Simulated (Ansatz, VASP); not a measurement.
## Zn: VASP beside Ansatz

```
Zn
1.0
     2.61280    0.00000    0.00000
    -1.30640    2.26275    0.00000
     0.00000    0.00000    4.78084
Zn
2
Direct
  0.33333 0.66667 0.25000
  0.66667 0.33333 0.75000
```

Alike in both runs: functional PBEsol; k mesh 22 × 22 × 10; occupations fermi-dirac, width 0.05 eV; no spin polarisation.

Ansatz relaxed the structure, and its values are those at the end. VASP's run is a single point on that final structure, the one shown.

|  | VASP | Ansatz |
| --- | --- | --- |
| version | VASP 6.6.1 | Ansatz 0.2.0 |
| potentials or method | VASP PAW PBE potentials, release 64 (Zn) | PAW with Ansatz's default frozen-core files, scalar-relativistic |
| plane-wave cutoff (eV) | 520 | 420 |
| valence electrons in the cell | 24 | 24 |

VASP gave:

- pressure (GPa): 0.5

**Question.** Estimate Ansatz's values.

**Answer.** Pressure (GPa): 0.0.

VASP's potentials were made for PBE, not for PBEsol.
